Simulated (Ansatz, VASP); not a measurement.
## Cu: VASP beside Ansatz

```xyz
1
Lattice="0.0000 1.8075 1.8437 1.8075 0.0000 1.8437 1.8075 1.8075 0.0000" Properties=species:S:1:pos:R:3 pbc="T T T"
Cu    0.0000    0.0000    0.0000
```

Change from the starting cell: zz strain of +2 %.

Alike in both runs: task single point; functional PBE; k mesh 19 × 19 × 19; occupations fermi-dirac, width 0.08 eV; no spin polarisation.

```csv
,VASP,Ansatz
version,VASP 6.6.1,Ansatz 0.2.0
potentials or method,"VASP PAW PBE potentials, release 64 (Cu), cutoff 520 eV","all-electron LAPW, scalar-relativistic"
```

```tsv
	VASP	Ansatz	Ansatz less VASP
pressure (GPa)	-0.5	-1.1	-0.60
traceless stress, the component that is largest in VASP (GPa)	-0.64	-0.66	-0.023
```

Ansatz ran all-electron here, and VASP with PAW potentials.
